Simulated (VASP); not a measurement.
# SnO2 (Cm) in VASP: further runs

SnO2 is run at these levels: PBE+D3(BJ); tasks: single point.

Program: VASP 6.6.1. These are calculated values, not measurements. Logs are shortened: lines on timing, memory, paths and dates and some standing lists are left out, and cuts for length are marked.

**1. The cell of the first run**

The structure is monoclinic, space group Cm (No. 8). The conventional cell has a = 5.607 Å, b = 3.237 Å, c = 4.680 Å, α = 90.00°, β = 113.54°, γ = 90.00°. Within 2.7 Å of Sn (site symmetry m) lie 6 O at 2.06 to 2.23 Å. O (site symmetry m) has 3 Sn at 2.06 to 2.23 Å and 3 O at 2.68 to 2.75 Å within 2.8 Å. Within 2.8 Å of O (site symmetry m) lie 3 Sn at 2.06 to 2.14 Å and 3 O at 2.68 to 2.75 Å.

**2. Single point, PBE+D3(BJ) (atoms displaced along a vibrational mode)**

Contents of INCAR:

```
SYSTEM = SnO2
PREC = Accurate ; ENCUT = 520
EDIFF = 1E-6 ; ISMEAR = 0
SIGMA = 0.05 ; LREAL = .FALSE.
LASPH = .TRUE. ; NELM = 80
ALGO = Normal ; ISIF = 2
LWAVE = .FALSE. ; LCHARG = .FALSE.
GGA = PE ; IVDW = 12
NBANDS = 64
```

Contents of KPOINTS:

```
regular mesh
0
G
  6 6 6
  0 0 0
```

Contents of POSCAR:

```
SnO2
1.0
    3.2373377712      1.8690778337      4.2908446647
   -3.2373377712      1.8690778337      4.2908446647
    0.0000000000     -3.7381556673      4.2908446647
Sn O
4 8
Direct
    0.8611686447      0.8665840647      0.8665840644
    0.3611974171      0.3665872804      0.8665889026
    0.3611974170      0.8665889029      0.3665872801
    0.8611808527      0.3665906084      0.3665906081
    0.1406834709      0.6113953584      0.6113953539
    0.6406909654      0.1114463333      0.6114147629
    0.6406909654      0.6114147675      0.1114463287
    0.6155804096      0.6048158112      0.6048158176
    0.1406881404      0.1114362612      0.1114362567
    0.1156104346      0.1047724955      0.6047844695
    0.1156104346      0.6047844630      0.1047725019
    0.6156204481      0.1047928502      0.1047928566
```

Potentials or basis: VASP PAW PBE potentials, release 64 (Sn_d, O).

The run is started by

```console
> cat potpaw_PBE.64/Sn_d/POTCAR potpaw_PBE.64/O/POTCAR > POTCAR
> mpirun -np 1 vasp_std > vasp.out
```

OUTCAR:

```text
SYSTEM = SnO2
   PREC = Accurate
   ENCUT = 520
   EDIFF = 1E-6
   ISMEAR = 0
   LREAL = .FALSE.
   LASPH = .TRUE.
   NELM = 80
   ISIF = 2
   GGA = PE
   IVDW = 12
 IVDW          = 12

 ion  position               nearest neighbor table
   1  0.861  0.867  0.867-   7 2.06   6 2.06  12 2.06  10 2.14  11 2.14   5 2.23   2 3.24   3 3.24
                             4 3.24   4 3.24   3 3.24   2 3.24
   2  0.361  0.367  0.867-   9 2.06   5 2.06  11 2.06   8 2.14  12 2.14   6 2.23   1 3.24   4 3.24
                             3 3.24   3 3.24   4 3.24   1 3.24
   3  0.361  0.867  0.367-   9 2.06   5 2.06  10 2.06   8 2.14  12 2.14   7 2.23   1 3.24   4 3.24
                             2 3.24   2 3.24   4 3.24   1 3.24
   4  0.861  0.367  0.367-   6 2.06   7 2.06   8 2.06  11 2.14  10 2.14   9 2.23   2 3.24   3 3.24
                             1 3.24   1 3.24   3 3.24   2 3.24
   5  0.141  0.611  0.611-   3 2.06   2 2.06   1 2.23
   6  0.641  0.111  0.611-   4 2.06   1 2.06   2 2.23
   7  0.641  0.611  0.111-   4 2.06   1 2.06   3 2.23
   8  0.616  0.605  0.605-   4 2.06   2 2.14   3 2.14
   9  0.141  0.111  0.111-   2 2.06   3 2.06   4 2.23
  10  0.116  0.105  0.605-   3 2.06   4 2.14   1 2.14
  11  0.116  0.605  0.105-   2 2.06   4 2.14   1 2.14
  12  0.616  0.105  0.105-   1 2.06   3 2.14   2 2.14

  LATTYP: Found a trigonal (rhomboedric) cell.
 ALAT       =     5.6907957027
 COS(alpha) =     0.3527679204

  Lattice vectors:

 A1 = (   3.2373377712,   1.8690778337,   4.2908446647)
 A2 = (  -3.2373377712,   1.8690778337,   4.2908446647)
 A3 = (   0.0000000000,  -3.7381556673,   4.2908446647)

Analysis of symmetry for initial positions (statically):
=====================================================================
 Subroutine PRICEL returns:
 Original cell was already a primitive cell.

 Routine SETGRP: Setting up the symmetry group for a
 trigonal (rhombohedral) supercell.

 Subroutine GETGRP returns: Found  2 space group operations
 (whereof  2 operations were pure point group operations)
 out of a pool of 12 trial point group operations.

The static configuration has the point symmetry C_1h.

Analysis of symmetry for dynamics (positions and initial velocities):
=====================================================================
 Subroutine PRICEL returns:
 Original cell was already a primitive cell.

 Routine SETGRP: Setting up the symmetry group for a
 trigonal (rhombohedral) supercell.

 Subroutine GETGRP returns: Found  2 space group operations
 (whereof  2 operations were pure point group operations)
 out of a pool of 12 trial point group operations.

The dynamic configuration has the point symmetry C_1h.

 Subroutine INISYM returns: Found  2 space group operations
 (whereof  2 operations are pure point group operations),
 and found     1 'primitive' translations

----------------------------------------------------------------------------------------

                                     Primitive cell

  volume of cell :     155.7792

  direct lattice vectors                    reciprocal lattice vectors
     3.237337771  1.869077834  4.290844665     0.154447894  0.089170533  0.077684782
    -3.237337771  1.869077834  4.290844665    -0.154447894  0.089170533  0.077684782
     0.000000000 -3.738155667  4.290844665     0.000000000 -0.178341066  0.077684782

  length of vectors
     5.690795703  5.690795703  5.690795703     0.194526248  0.194526248  0.194526248

  position of ions in fractional coordinates (direct lattice)
     0.861168645  0.866584065  0.866584064
     0.361197417  0.366587280  0.866588903
     0.361197417  0.866588903  0.366587280
     0.861180853  0.366590608  0.366590608
     0.140683471  0.611395358  0.611395354
     0.640690965  0.111446333  0.611414763
     0.640690965  0.611414768  0.111446329
     0.615580410  0.604815811  0.604815818
     0.140688140  0.111436261  0.111436257
     0.115610435  0.104772496  0.604784469
     0.115610435  0.604784463  0.104772502
     0.615620448  0.104792850  0.104792857

  ion indices of the primitive-cell ions
   primitive index   ion index
                 1           1
                 2           2
                 3           3
                 4           4
                 5           5
                 6           6
                 7           7
                 8           8
                 9           9
                10          10
                11          11
                12          12

----------------------------------------------------------------------------------------

 KPOINTS: regular mesh

Automatic generation of k-mesh.
 Grid dimensions read from file:
 generate k-points for:    6    6    6

 Generating k-lattice:

  Cartesian coordinates                     Fractional coordinates (reciprocal lattice)
     0.025741316  0.014861756  0.012947464     0.166666667  0.000000000  0.000000000
    -0.025741316  0.014861756  0.012947464     0.000000000  0.166666667  0.000000000
     0.000000000 -0.029723511  0.012947464     0.000000000  0.000000000  0.166666667

  Length of vectors
     0.032421041  0.032421041  0.032421041

  Shift w.r.t. Gamma in fractional coordinates (k-lattice)
     0.000000000  0.000000000  0.000000000

 Subroutine IBZKPT returns following result:
 ===========================================

 Found     68 irreducible k-points:

 Following reciprocal coordinates:
            Coordinates               Weight
  0.000000  0.000000  0.000000      1.000000
  0.166667 -0.000000  0.000000      2.000000
 -0.000000  0.166667  0.000000      4.000000
  0.333333  0.000000  0.000000      2.000000
  0.000000  0.333333  0.000000      4.000000
  0.500000  0.000000 -0.000000      1.000000
[... 16 lines left out ...]
  0.500000  0.333333  0.000000      4.000000
  0.000000  0.500000  0.333333      4.000000
 [... further k-points ...]
   k-points           NKPTS =     68   k-points in BZ     NKDIM =     68   number of bands    NBANDS=     64
   number of dos      NEDOS =    301   number of ions     NIONS =     12
   total plane-waves  NPLWV =  74088
   dimension x,y,z NGX =    42 NGY =   42 NGZ =   42
   dimension x,y,z NGXF=    84 NGYF=   84 NGZF=   84
   ions per type =               4   8
   NGX,Y,Z   is equivalent  to a cutoff of  12.27, 12.27, 12.27 a.u.
   NGXF,Y,Z  is equivalent  to a cutoff of  24.54, 24.54, 24.54 a.u.
 SYSTEM =  SnO2
   PREC   = accura    normal or accurate (medium, high low for compatibility)
   ISTART =      0    job   : 0-new  1-cont  2-samecut
   ICHARG =      2    charge: 1-file 2-atom 10-const
   ISPIN  =      1    spin polarized calculation?
   LNONCOLLINEAR =      F non collinear calculations
   LSORBIT =      F    spin-orbit coupling
   LASPH  =      T    aspherical Exc in radial PAW
   ENCUT  =  520.0 eV  38.22 Ry    6.18 a.u.  10.58 10.58 10.58*2*pi/ulx,y,z
   NELM   =     80;   NELMIN=  2; NELMDL= -5     # of ELM steps
   EDIFF  = 0.1E-05   stopping-criterion for ELM
   LREAL  =      F    real-space projection
   EDIFFG = 0.1E-04   stopping-criterion for IOM
   NSW    =      0    number of steps for IOM
   IBRION =     -1    ionic relax: 0-MD 1-quasi-New 2-CG
   NFREE  =      0    steps in history (QN), initial steepest desc. (CG)
   ISIF   =      2    stress and relaxation
   ISYM   =      2    0-nonsym 1-usesym 2-fastsym
   POTIM  = 0.5000    time-step for ionic-motion
   TEBEG  =    0.0;   TEEND  =   0.0 temperature during run
   PSTRESS=    0.0 pullay stress
   NELECT =     104.0000    total number of electrons
   NUPDOWN=      -1.0000    fix difference up-down
   EMIN   =  10.00;   EMAX   =-10.00  energy-range for DOS
   EFERMI =   0.00;   METHOD = LEGACY
   ISMEAR =     0;   SIGMA  =   0.05  broadening in eV -4-tet -1-fermi 0-gaus
   EFERMI_NEDOS =   21; number of points for ismear=-14 and -15
   IALGO  =     38    algorithm
   IMIX   =      4    mixing-type and parameters
     AMIX     =   0.40;   BMIX     =  1.00
     AMIX_MAG =   1.60;   BMIX_MAG =  1.00
  volume/ion in A,a.u.               =      12.98        87.60
  Fermi-wavevector in a.u.,A,eV,Ry     =   1.430813  2.703844 27.854188  2.047225
  Thomas-Fermi vector in A             =   2.550617
   LORBIT       =      0    0 simple, 1 ext, 2 COOP (PROOUT), +10 PAW based schemes
   GGA     = PE    functional components
   LHFCALC =     F    Hartree Fock is set to
   AEXX    =    0.0000 exact exchange contribution
   IVDW    =    12    specifies the selected vdW correction
   LEPSILON=     F    determine dielectric tensor
   LRPA    =     F    only Hartree local field effects (RPA)
 non-spin polarized calculation
 Gauss-broadening in eV      SIGMA  =   0.05
  energy-cutoff  :      520.00
  volume of cell :      155.78
 maximum number of plane-waves:      4212
   NGX = 21   NGY = 21   NGZ = 21

 number of electron     103.9999995 magnetization

 Free energy of the ion-electron system (eV)
  ---------------------------------------------------
  ext. energy  EPLUGINS =         0.00000000
  ---------------------------------------------------
  free energy    TOTEN  =       -72.37371700 eV

  energy without entropy =      -72.37371700  energy(sigma->0) =      -72.37371700

 E-fermi :   5.0932     XC(G=0): -10.7293

 val. band max:        4.8742558700   @ k =   0.0000   0.0000   0.0000
 cond. band min:       6.4121552839   @ k =   0.0000   0.0000   0.0000
 fundamental gap:      1.5378994139
 Fermi energy:         5.0932210963

 k-point     1 :       0.0000    0.0000    0.0000
  band No.  band energies     occupation
      1     -15.9661      2.00000
      2     -15.9557      2.00000
      3     -15.9552      2.00000
      4     -15.3919      2.00000
      5     -15.1861      2.00000
      6     -15.1502      2.00000
[... 56 lines left out ...]
     63      15.7221      0.00000
     64      15.8599      0.00000

 k-point     2 :       0.1667   -0.0000    0.0000
  band No.  band energies     occupation
      1     -15.9237      2.00000
      2     -15.9214      2.00000
      3     -15.9209      2.00000
      4     -15.3761      2.00000
      5     -15.2283      2.00000
      6     -15.1405      2.00000
[... 56 lines left out ...]
     63      15.5498      0.00000
     64      15.5525      0.00000

 k-point     3 :      -0.0000    0.1667    0.0000
  band No.  band energies     occupation
      1     -15.9271      2.00000
      2     -15.9170      2.00000
      3     -15.9116      2.00000
      4     -15.3615      2.00000
      5     -15.2378      2.00000
      6     -15.1441      2.00000
[... 1396 lines left out ...]
     63      14.2760      0.00000
     64      14.7567      0.00000

 k-point    24 :       0.0000    0.5000    0.3333
  band No.  band energies     occupation
      1     -15.7514      2.00000
      2     -15.7509      2.00000
      3     -15.7142      2.00000
      4     -15.5318      2.00000
      5     -15.4199      2.00000
      6     -15.2483      2.00000
[... 56 lines left out ...]
     63      14.1234      0.00000
     64      14.8281      0.00000

 [... further k-points ...]

------------------------ aborting loop because EDIFF is reached ----------------------------------------

 Edisp (eV)   -2.41283

 E8    (eV) :    -0.9593

  FORCE on cell =-STRESS in cart. coord.  units (eV):
  Direction    XX          YY          ZZ          XY          YZ          ZX
  --------------------------------------------------------------------------------------
  -------------------------------------------------------------------------------------
  Total       2.02236     1.96419     1.21075     0.05038     0.99118     1.71678
  in kB      20.79986    20.20158    12.45248     0.51813    10.19425    17.65697
  external pressure =       17.82 kB  Pullay stress =        0.00 kB

 VOLUME and BASIS-vectors are now :
 -----------------------------------------------------------------------------
  energy-cutoff  :      520.00
  volume of cell :      155.78
      direct lattice vectors                 reciprocal lattice vectors
     3.237337771  1.869077834  4.290844665     0.154447894  0.089170533  0.077684782
    -3.237337771  1.869077834  4.290844665    -0.154447894  0.089170533  0.077684782
     0.000000000 -3.738155667  4.290844665     0.000000000 -0.178341066  0.077684782

 POSITION                                       TOTAL-FORCE (eV/Angst)
 -----------------------------------------------------------------------------------
     -0.01753     -0.01012     11.13190         1.064642      0.614671      0.131064
     -0.01745     -1.87916      6.84121         1.060038      0.613525      0.129427
     -1.63612      0.92447      6.84121         1.061347      0.611258      0.129427
      1.60116      0.92443      6.84116         1.063023      0.613737      0.133285
     -1.52385     -0.87980      5.85046        -0.780086     -0.450383     -0.238972
      1.71334     -0.87976      5.85079        -0.780231     -0.451803     -0.242086
      0.09478      1.92368      5.85079        -0.781388     -0.449798     -0.242086
      0.03485      0.02012      7.83170        -0.279931     -0.161618      0.110013
      0.09470      0.05467      1.55998        -0.779485     -0.450036     -0.241840
      0.03509     -1.84887      3.54067        -0.282901     -0.163748      0.111009
     -1.58362      0.95482      3.54067        -0.283261     -0.163125      0.111009
      1.65372      0.95478      3.54083        -0.281768     -0.162679      0.109750
 -----------------------------------------------------------------------------------
    total drift:                                0.001237      0.000750     -0.001463

  FREE ENERGIE OF THE ION-ELECTRON SYSTEM (eV)
  ---------------------------------------------------
  free  energy   TOTEN  =       -74.7865433892 eV

  energy  without entropy=      -74.7865433892  energy(sigma->0) =      -74.78654339
```

It took 20 min on 1 thread of Oxide Virtual Turin-like, shared host; peak memory 0.54 GiB.

Results:

- Free energy: -74.7865 eV
- Pressure: 1.8 GPa
- Largest force: 1.236 eV/Å
- Band gap on the k mesh: 1.54 eV
- Dispersion energy per atom: -0.201 eV

Forces in eV/Å, atoms in the order of the input:
```
Sn   1.065  0.615  0.131
Sn   1.060  0.614  0.129
Sn   1.061  0.611  0.129
Sn   1.063  0.614  0.133
O   -0.780 -0.450 -0.239
O   -0.780 -0.452 -0.242
O   -0.781 -0.450 -0.242
O   -0.280 -0.162  0.110
O   -0.779 -0.450 -0.242
O   -0.283 -0.164  0.111
O   -0.283 -0.163  0.111
O   -0.282 -0.163  0.110
```

Caveat: the cell differs from its parent crystal (atoms displaced along a vibrational mode); spin-orbit coupling is left out, which moves the levels of the heavy elements; forces of over 1 eV/Å act on the atoms, so gaps and moduli don't describe the material at rest.

**3. Single point, PBE+D3(BJ) (atoms displaced along a vibrational mode)**

Contents of INCAR:

```
SYSTEM = SnO2
PREC = Accurate
ENCUT = 520
EDIFF = 1E-6
ISMEAR = 0
SIGMA = 0.05
LREAL = .False.
LASPH = .True.
NELM = 60
ALGO = Normal
ISIF = 2
LWAVE = .False.
LCHARG = .False.
GGA = PE
IVDW = 12
NBANDS = 64
```

Contents of KPOINTS:

```
regular mesh
0
Gamma
  6 6 6
  0 0 0
```

Contents of POSCAR:

```
SnO2
1.0
    3.2373377712      1.8690778337      4.2908446647
   -3.2373377712      1.8690778337      4.2908446647
    0.0000000000     -3.7381556673      4.2908446647
Sn O
4 8
Direct
    0.8635768186      0.8653799776      0.8653799775
    0.3635926518      0.3653912850      0.8653865954
    0.3635926518      0.8653865955      0.3653912849
    0.8635854673      0.3653913688      0.3653913687
    0.1317901229      0.6158604974      0.6158604923
    0.6317729379      0.1158930076      0.6158676514
    0.6317729379      0.6158676565      0.1158930024
    0.6066971259      0.6092574533      0.6092574591
    0.1317865190      0.1158870722      0.1158870671
    0.1066951402      0.1092381931      0.6092393336
    0.1066951402      0.6092393278      0.1092381989
    0.6067107191      0.1092424476      0.1092424534
```

Potentials or basis: VASP PAW PBE potentials, release 64 (Sn_d, O).

The run is started by

```console
> cat potpaw_PBE.64/Sn_d/POTCAR potpaw_PBE.64/O/POTCAR > POTCAR
> mpirun -np 1 vasp_std > vasp.out
```

OUTCAR:

```text
SYSTEM = SnO2
   PREC = Accurate
   ENCUT = 520
   EDIFF = 1E-6
   ISMEAR = 0
   LREAL = .False.
   LASPH = .True.
   NELM = 60
   ISIF = 2
   GGA = PE
   IVDW = 12
 IVDW          = 12

 ion  position               nearest neighbor table
   1  0.864  0.865  0.865-   7 2.09   6 2.09  10 2.11  11 2.11  12 2.12   5 2.17   2 3.24   3 3.24
                             4 3.24   4 3.24   2 3.24   3 3.24
   2  0.364  0.365  0.865-   9 2.09   5 2.09   8 2.11  12 2.11  11 2.12   6 2.17   4 3.24   3 3.24
                             1 3.24   1 3.24   3 3.24   4 3.24
[... 1849 lines left out ...]
 -----------------------------------------------------------------------------
  energy-cutoff  :      520.00
  volume of cell :      155.78
      direct lattice vectors                 reciprocal lattice vectors
     3.237337771  1.869077834  4.290844665     0.154447894  0.089170533  0.077684782
    -3.237337771  1.869077834  4.290844665    -0.154447894  0.089170533  0.077684782
     0.000000000 -3.738155667  4.290844665     0.000000000 -0.178341066  0.077684782

 POSITION                                       TOTAL-FORCE (eV/Angst)
 -----------------------------------------------------------------------------------
     -0.00584     -0.00337     11.13190         0.347874      0.200845      0.050527
     -0.00582     -1.87242      6.84120         0.347225      0.200067      0.050416
     -1.62448      0.93117      6.84120         0.346875      0.200672      0.050416
      1.61282      0.93116      6.84119         0.347811      0.200809      0.050946
     -1.56710     -0.90477      5.85061        -0.514933     -0.297297     -0.115934
      1.67008     -0.90476      5.85071        -0.513974     -0.297628     -0.116758
      0.05149      1.89871      5.85071        -0.514741     -0.296300     -0.116758
     -0.00829     -0.00479      7.83170         0.167434      0.096668      0.065940
      0.05147      0.02972      1.55998        -0.514059     -0.296792     -0.117368
     -0.00823     -1.87384      3.54069         0.167019      0.095571      0.066508
     -1.62691      0.92979      3.54069         0.166277      0.096857      0.066508
      1.61047      0.92981      3.54079         0.167191      0.096528      0.065560
 -----------------------------------------------------------------------------------
    total drift:                                0.002314      0.001348     -0.000075

  FREE ENERGIE OF THE ION-ELECTRON SYSTEM (eV)
  ---------------------------------------------------
  free  energy   TOTEN  =       -74.9918400296 eV

  energy  without entropy=      -74.9918400296  energy(sigma->0) =      -74.99184003
```

It took 25 min on 1 thread of Oxide Virtual Turin-like, shared host; peak memory 0.54 GiB.

Results:

- Free energy: -74.9918 eV
- Pressure: 0.9 GPa
- Largest force: 0.606 eV/Å
- Band gap on the k mesh: 1.55 eV
- Dispersion energy per atom: -0.201 eV

Forces in eV/Å, atoms in the order of the input:
```
Sn   0.348  0.201  0.051
Sn   0.347  0.200  0.050
Sn   0.347  0.201  0.050
Sn   0.348  0.201  0.051
O   -0.515 -0.297 -0.116
O   -0.514 -0.298 -0.117
O   -0.515 -0.296 -0.117
O    0.167  0.097  0.066
O   -0.514 -0.297 -0.117
O    0.167  0.096  0.067
O    0.166  0.097  0.067
O    0.167  0.097  0.066
```

Levels at points of the mesh, in eV from the valence-band top:
```csv
k point,band 50,band 51,band 52,band 53,band 54,band 55
"(0.00, 0.00, 0.00)",-0.06,-0.03,0.00,1.55,4.66,4.85
"(0.50, 0.00, 0.00)",-0.45,-0.06,-0.06,4.00,4.00,5.58
"(0.00, 0.50, 0.00)",-0.37,-0.08,-0.08,4.09,4.09,5.53
"(0.50, 0.50, 0.00)",-0.59,-0.18,-0.18,4.50,4.50,5.52
"(0.00, 0.50, 0.50)",-0.57,-0.14,-0.14,4.41,4.41,5.61
"(0.50, 0.50, 0.50)",-0.98,-0.89,-0.89,3.47,5.15,5.37
```

Caveat: the cell differs from its parent crystal (atoms displaced along a vibrational mode); spin-orbit coupling is left out, which moves the levels of the heavy elements.
